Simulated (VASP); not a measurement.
# PbSe (I4/mmm) in VASP: relaxation of the atoms with LDA

Aim: the relaxation of the atoms of PbSe with LDA.

All numbers are computed with VASP 6.6.1; they aren't measurements. Logs are shortened: lines on timing, memory, paths and dates and some standing lists are left out, and cuts for length are marked.

### 1 The cell of the first run

It takes space group I4/mmm (No. 139, tetragonal). The conventional cell has a = 4.229 Å, b = 4.229 Å, c = 6.077 Å, α = 90.00°, β = 90.00°, γ = 90.00°. Within 3.9 Å of Pb (site symmetry 4/mmm) lie 6 Se at 2.99 to 3.04 Å. Within 3.9 Å of Se (site symmetry 4/mmm) lie 6 Pb at 2.99 to 3.04 Å.

### 2 Relaxation of the atoms, LDA (strained cell)

File INCAR:

```
SYSTEM = PbSe
ALGO = Normal
EDIFF = 1E-7
EDIFFG = -0.002
ENCUT = 450
GGA = CA
GGA_COMPAT = .False.
IBRION = 2
ISIF = 2
ISMEAR = 0
LASPH = .True.
LCHARG = .False.
LREAL = .False.
LWAVE = .False.
NELM = 120
NELMIN = 4
NSW = 60
PREC = Accurate
SIGMA = 0.01
```

File KPOINTS:

```
k-points
0
Gamma
  8 8 8
  0 0 0
```

File POSCAR:

```
PbSe
1.0
    0.0000000000      2.9901624453      3.0384883030
    2.9901624453      0.0000000000      3.0384883030
    2.9901624453      2.9901624453      0.0000000000
Pb Se
1 1
Direct
    0.0000000000      0.0000000000      0.0000000000
    0.5000000000      0.5000000000      0.5000000000
```

Potentials or basis: VASP PAW LDA potentials, release 64 (Pb_d, Se).

Started as:

```sh
cat potpaw_LDA.64/Pb_d/POTCAR potpaw_LDA.64/Se/POTCAR > POTCAR
mpirun -np 1 vasp_std > vasp.out
```

OUTCAR:

```text
SYSTEM = PbSe
   EDIFF = 1E-7
   EDIFFG = -0.002
   ENCUT = 450
   GGA = CA
   IBRION = 2
   ISIF = 2
   ISMEAR = 0
   LASPH = .True.
   LREAL = .False.
   NELM = 120
   NELMIN = 4
   NSW = 60
   PREC = Accurate

 ion  position               nearest neighbor table
   1  0.000  0.000  0.000-   2 2.99   2 2.99   2 2.99   2 2.99   2 3.04   2 3.04
   2  0.500  0.500  0.500-   1 2.99   1 2.99   1 2.99   1 2.99   1 3.04   1 3.04

  LATTYP: Found a body centered tetragonal cell.
 ALAT       =     4.2287282838
 C/A-ratio  =     1.4370695391

  Lattice vectors:

 A1 = (  -2.9901624453,   0.0000000000,   3.0384883030)
 A2 = (   2.9901624453,   0.0000000000,   3.0384883030)
 A3 = (   0.0000000000,   2.9901624453,  -3.0384883030)

Analysis of symmetry for initial positions (statically):
=====================================================================
 Subroutine PRICEL returns:
 Original cell was already a primitive cell.

 Routine SETGRP: Setting up the symmetry group for a
 body centered tetragonal supercell.

 Subroutine GETGRP returns: Found 16 space group operations
 (whereof 16 operations were pure point group operations)
 out of a pool of 16 trial point group operations.

The static configuration has the point symmetry D_4h.

Analysis of symmetry for dynamics (positions and initial velocities):
=====================================================================
 Subroutine PRICEL returns:
 Original cell was already a primitive cell.

 Routine SETGRP: Setting up the symmetry group for a
 body centered tetragonal supercell.

 Subroutine GETGRP returns: Found 16 space group operations
 (whereof 16 operations were pure point group operations)
 out of a pool of 16 trial point group operations.

The dynamic configuration has the point symmetry D_4h.

 Subroutine INISYM returns: Found 16 space group operations
 (whereof 16 operations are pure point group operations),
 and found     1 'primitive' translations

----------------------------------------------------------------------------------------

                                     Primitive cell

  volume of cell :      54.3347

  direct lattice vectors                    reciprocal lattice vectors
     0.000000000  2.990162445  3.038488303    -0.167214996  0.167214996  0.164555513
     2.990162445  0.000000000  3.038488303     0.167214996 -0.167214996  0.164555513
     2.990162445  2.990162445  0.000000000     0.167214996  0.167214996 -0.164555513

  length of vectors
     4.263036783  4.263036783  4.228728284     0.288097598  0.288097598  0.288097598

  position of ions in fractional coordinates (direct lattice)
     0.000000000  0.000000000  0.000000000
     0.500000000  0.500000000  0.500000000

  ion indices of the primitive-cell ions
   primitive index   ion index
                 1           1
                 2           2

----------------------------------------------------------------------------------------

 KPOINTS: k-points

Automatic generation of k-mesh.
 Grid dimensions read from file:
 generate k-points for:    8    8    8

 Generating k-lattice:

  Cartesian coordinates                     Fractional coordinates (reciprocal lattice)
    -0.020901874  0.020901874  0.020569439     0.125000000  0.000000000  0.000000000
     0.020901874 -0.020901874  0.020569439     0.000000000  0.125000000  0.000000000
     0.020901874  0.020901874 -0.020569439     0.000000000  0.000000000  0.125000000

  Length of vectors
     0.036012200  0.036012200  0.036012200

  Shift w.r.t. Gamma in fractional coordinates (k-lattice)
     0.000000000  0.000000000  0.000000000

 Subroutine IBZKPT returns following result:
 ===========================================

 Found     59 irreducible k-points:

 Following reciprocal coordinates:
            Coordinates               Weight
  0.000000  0.000000  0.000000      1.000000
  0.125000  0.000000  0.000000      8.000000
  0.250000  0.000000  0.000000      8.000000
  0.375000 -0.000000  0.000000      8.000000
  0.500000  0.000000  0.000000      4.000000
  0.125000  0.125000  0.000000      2.000000
[... 16 lines left out ...]
  0.250000  0.000000  0.125000     16.000000
  0.375000 -0.000000  0.125000     16.000000
 [... further k-points ...]
   k-points           NKPTS =     59   k-points in BZ     NKDIM =     59   number of bands    NBANDS=     14
   number of dos      NEDOS =    301   number of ions     NIONS =      2
   total plane-waves  NPLWV =  27000
   dimension x,y,z NGX =    30 NGY =   30 NGZ =   30
   dimension x,y,z NGXF=    60 NGYF=   60 NGZF=   60
   ions per type =               1   1
   NGX,Y,Z   is equivalent  to a cutoff of  11.70, 11.70, 11.79 a.u.
   NGXF,Y,Z  is equivalent  to a cutoff of  23.40, 23.40, 23.59 a.u.
 SYSTEM =  PbSe
   PREC   = accura    normal or accurate (medium, high low for compatibility)
   ISTART =      0    job   : 0-new  1-cont  2-samecut
   ICHARG =      2    charge: 1-file 2-atom 10-const
   ISPIN  =      1    spin polarized calculation?
   LNONCOLLINEAR =      F non collinear calculations
   LSORBIT =      F    spin-orbit coupling
   LASPH  =      T    aspherical Exc in radial PAW
   ENCUT  =  450.0 eV  33.07 Ry    5.75 a.u.   7.37  7.37  7.31*2*pi/ulx,y,z
   NELM   =    120;   NELMIN=  4; NELMDL= -5     # of ELM steps
   EDIFF  = 0.1E-06   stopping-criterion for ELM
   LREAL  =      F    real-space projection
   EDIFFG = -.2E-02   stopping-criterion for IOM
   NSW    =     60    number of steps for IOM
   IBRION =      2    ionic relax: 0-MD 1-quasi-New 2-CG
   NFREE  =      1    steps in history (QN), initial steepest desc. (CG)
   ISIF   =      2    stress and relaxation
   ISYM   =      2    0-nonsym 1-usesym 2-fastsym
   POTIM  = 0.5000    time-step for ionic-motion
   TEBEG  =    0.0;   TEEND  =   0.0 temperature during run
   PSTRESS=    0.0 pullay stress
   NELECT =      20.0000    total number of electrons
   NUPDOWN=      -1.0000    fix difference up-down
   EMIN   =  10.00;   EMAX   =-10.00  energy-range for DOS
   EFERMI =   0.00;   METHOD = LEGACY
   ISMEAR =     0;   SIGMA  =   0.01  broadening in eV -4-tet -1-fermi 0-gaus
   EFERMI_NEDOS =   21; number of points for ismear=-14 and -15
   IALGO  =     38    algorithm
   IMIX   =      4    mixing-type and parameters
     AMIX     =   0.40;   BMIX     =  1.00
     AMIX_MAG =   1.60;   BMIX_MAG =  1.00
  volume/ion in A,a.u.               =      27.17       183.33
  Fermi-wavevector in a.u.,A,eV,Ry     =   1.173255  2.217131 18.728794  1.376528
  Thomas-Fermi vector in A             =   2.309671
   LORBIT       =      0    0 simple, 1 ext, 2 COOP (PROOUT), +10 PAW based schemes
   GGA     = CA    functional components
   LHFCALC =     F    Hartree Fock is set to
   AEXX    =    0.0000 exact exchange contribution
   IVDW    =     0    specifies the selected vdW correction
   LEPSILON=     F    determine dielectric tensor
   LRPA    =     F    only Hartree local field effects (RPA)
 conjugate gradient relaxation of ions
 non-spin polarized calculation
 Gauss-broadening in eV      SIGMA  =   0.01
  energy-cutoff  :      450.00
  volume of cell :       54.33
 maximum number of plane-waves:      1227
 NGX is ok and might be reduce to    30
   NGX = 15   NGY = 15   NGZ = 15

 number of electron      19.9999999 magnetization

 Free energy of the ion-electron system (eV)
  ---------------------------------------------------
  ext. energy  EPLUGINS =         0.00000000
  ---------------------------------------------------
  free energy    TOTEN  =        -9.45163180 eV

  energy without entropy =       -9.45162510  energy(sigma->0) =       -9.45162845

 E-fermi :   5.6437     XC(G=0): -10.0907

 val. band max:        5.6276517434   @ k =   0.5000   0.0000   0.0000
 cond. band min:       5.6597590879   @ k =   0.5000   0.0000   0.0000
 fundamental gap:      0.0321073445
 Fermi energy:         5.6437054152

 k-point     1 :       0.0000    0.0000    0.0000
  band No.  band energies     occupation
      1     -11.2889      2.00000
      2     -11.2817      2.00000
      3     -11.2800      2.00000
      4     -11.2800      2.00000
      5     -11.2785      2.00000
      6      -8.4905      2.00000
      7      -0.6908      2.00000
      8       3.4298      2.00000
      9       3.4298      2.00000
     10       3.5770      2.00000
     11      10.0671      0.00000
     12      10.4535      0.00000
     13      10.4535      0.00000
     14      11.9031      0.00000

 k-point     2 :       0.1250    0.0000    0.0000
  band No.  band energies     occupation
      1     -11.2922      2.00000
      2     -11.2864      2.00000
      3     -11.2791      2.00000
      4     -11.2745      2.00000
      5     -11.2734      2.00000
      6      -8.3598      2.00000
      7      -1.1624      2.00000
      8       3.4844      2.00000
      9       3.5572      2.00000
     10       3.8245      2.00000
     11       9.1205      0.00000
     12       9.5459      0.00000
     13       9.7029      0.00000
     14      11.7528      0.00000

 k-point     3 :       0.2500    0.0000    0.0000
  band No.  band energies     occupation
      1     -11.3024      2.00000
      2     -11.2982      2.00000
      3     -11.2781      2.00000
      4     -11.2605      2.00000
      5     -11.2583      2.00000
      6      -7.9978      2.00000
      7      -2.1698      2.00000
      8       3.6418      2.00000
      9       3.6801      2.00000
     10       4.4495      2.00000
     11       7.6252      0.00000
     12       8.3293      0.00000
     13       8.4781      0.00000
     14      11.9512      0.00000
[... 324 lines left out ...]
 k-point    23 :       0.2500    0.0000    0.1250
  band No.  band energies     occupation
      1     -11.3141      2.00000
      2     -11.2873      2.00000
      3     -11.2840      2.00000
      4     -11.2629      2.00000
      5     -11.2565      2.00000
      6      -8.0165      2.00000
      7      -1.9188      2.00000
      8       3.0790      2.00000
      9       3.2267      2.00000
     10       4.7589      2.00000
     11       7.2160      0.00000
     12       9.2236      0.00000
     13       9.6186      0.00000
     14      10.9950      0.00000

 k-point    24 :       0.3750   -0.0000    0.1250
  band No.  band energies     occupation
      1     -11.3298      2.00000
      2     -11.2982      2.00000
      3     -11.2796      2.00000
      4     -11.2536      2.00000
      5     -11.2412      2.00000
      6      -7.5683      2.00000
      7      -2.8081      2.00000
      8       3.1778      2.00000
      9       3.2488      2.00000
     10       4.4782      2.00000
     11       7.0013      0.00000
     12       8.4421      0.00000
     13       8.7009      0.00000
     14      11.6819      0.00000

 [... further k-points ...]

------------------------ aborting loop because EDIFF is reached ----------------------------------------

  FORCE on cell =-STRESS in cart. coord.  units (eV):
  Direction    XX          YY          ZZ          XY          YZ          ZX
  --------------------------------------------------------------------------------------
  -------------------------------------------------------------------------------------
  Total        0.5644016      0.5644016     -0.2064855      0.0000000     -0.0000000      0.0000000
  in kB       16.6426189     16.6426189     -6.0886767      0.0000000     -0.0000000      0.0000000
  external PRESSURE =       9.0655204 kB  Pullay stress =       0.0000000 kB

 VOLUME and BASIS-vectors are now :
 -----------------------------------------------------------------------------
  energy-cutoff  :      450.00
  volume of cell :       54.33
      direct lattice vectors                 reciprocal lattice vectors
     0.000000000  2.990162445  3.038488303    -0.167214996  0.167214996  0.164555513
     2.990162445  0.000000000  3.038488303     0.167214996 -0.167214996  0.164555513
     2.990162445  2.990162445  0.000000000     0.167214996  0.167214996 -0.164555513

 POSITION                                       TOTAL-FORCE (eV/Angst)
 -----------------------------------------------------------------------------------
      0.00000      0.00000      0.00000         0.000000      0.000000      0.000000
      2.99016      2.99016      3.03849        -0.000000     -0.000000      0.000000
 -----------------------------------------------------------------------------------
    total drift:                               -0.000000      0.000000      0.000000

  FREE ENERGIE OF THE ION-ELECTRON SYSTEM (eV)
  ---------------------------------------------------
  free  energy   TOTEN  =        -9.4516318028 eV

  energy  without entropy=       -9.4516251042  energy(sigma->0) =       -9.45162845

 reached required accuracy - stopping structural energy minimisation
```

Wall time 53 s (1 thread of Oxide Virtual Turin-like, shared host); peak memory 0.14 GiB.

Results:

| Property | Result |
| --- | --- |
| Free energy | -9.4516 eV |
| Pressure after relaxing | 0.9 GPa |
| Band gap on the k mesh | 0.03 eV |

Final structure:
```
Pb Se
1.0
     0.00000    2.99016    3.03849
     2.99016    0.00000    3.03849
     2.99016    2.99016    0.00000
Pb Se
1 1
Cartesian
  0.0000 0.0000 0.0000
  2.9902 2.9902 3.0385
```

Caveat: the cell differs from its parent crystal (strained cell); spin-orbit coupling is left out, which moves the levels of the heavy elements. A k mesh can miss the band edges.
